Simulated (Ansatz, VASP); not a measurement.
## Two plane-wave programs on NiO

Contents of INCAR:

```
  ALGO = Normal
  EDIFF = 1E-7
  ENCUT = 520
  GGA = PE
  ISIF = 2
  ISMEAR = 0
  ISPIN = 2
  LASPH = True
  LCHARG = False
  LDAU = True
  LDAUJ = 0 0
  LDAUL = 2 -1
  LDAUPRINT = 1
  LDAUTYPE = 2
  LDAUU = 6.2 0
  LMAXMIX = 4
  LORBIT = 11
  LREAL = False
  LWAVE = False
  MAGMOM = 2 -2 0 0
  NBANDS = 28
  NELM = 150
  PREC = Accurate
  SIGMA = 0.05
```

File KPOINTS:

```
k-points
0
Gamma
  8 8 6
```

The input POSCAR:

```
NiO
1.0
    0.0000000000      2.1337902789     -2.1337902789
    0.0000000000      2.1337902789      2.1337902789
    4.2675805578      0.0000000000      0.0000000000
Ni O
2 2
Direct
    0.0000000000      0.0000000000      0.0000000000
    0.5000000000      0.5000000000      0.5000000000
    0.0000000000      1.0000000000      0.5000000000
    0.5000000000      1.5000000000      1.0000000000
```

Input for Ansatz:

```yaml
crystal:
  lattice:
    - [0.0, 2.1337902789, -2.1337902789]
    - [0.0, 2.1337902789, 2.1337902789]
    - [4.2675805578, 0.0, 0.0]
  atoms:
    - { symbol: Ni, position: [0.0, 0.0, 0.0], spin: 2.0 }
    - { symbol: O, position: [0.0, 1.0, 0.5] }
    - { symbol: Ni, position: [0.5, 0.5, 0.5], spin: -2.0 }
    - { symbol: O, position: [0.5, 1.5, 1.0] }
basis:
  ecutwfc: 420
  ecutrho_ratio: 4
kpoints:
  mp_grid: { grid: [8, 8, 6] }
hamiltonian:
  xc: pbe
  hubbard: { sites: [{ species: Ni, l: d, u_eff: 6.2 }] }
scf:
  occupations: { method: gaussian, width: 0.05 }
  lower_state_search: "off"
output:
  forces: true
  stress: true
  eigenvalues: true
  populations: true
  hubbard: { sites: [{ species: Ni, l: d }] }
magnetization:
  spin_polarized: true
checkpoint:
  read: start.run
  write: ck
  compress: false
  write_wavefunctions: false
  write_every: 100000
```

Alike in both runs: task single point; functional PBE; k mesh 8 × 8 × 6; occupations gaussian, width 0.05 eV; collinear spin; Hubbard terms Ni d U = 6.2 eV.

|  | VASP | Ansatz |
| --- | --- | --- |
| version | VASP 6.6.1 | Ansatz 0.2.0 |
| potentials or method | VASP PAW PBE potentials, release 64 (Ni, O), cutoff 520 eV | scalar-relativistic, plane waves, PAW |
| valence electrons in the cell | 32 | 48 |

Ansatz gave:

| Property | Result |
| --- | --- |
| gap on the k mesh at the Fermi level (eV) | 2.00 |
| least direct gap on the mesh (eV) | 2.97 |
| pressure (GPa) | 0.2 |
| net moment per atom (μB) | 0.00 |
| size of the moment on the site where the two differ most (μB) | 1.74 |

Q: What did VASP give for the same quantities?

A: gap on the k mesh at the Fermi level (eV): 2.43; least direct gap on the mesh (eV): 3.27; pressure (GPa): -8.0; net moment per atom (μB): 0.00; size of the moment on the site where the two differ most (μB): 1.84.

Site moments also hang on the region over which each program counts them. The programs project onto different local orbitals, so the same U acts differently, and such runs can settle in different states. VASP's potentials hold 32 valence electrons a cell and Ansatz's 48, so a difference there can come from the potentials and not from the codes. Ansatz's warnings: stability check not made.
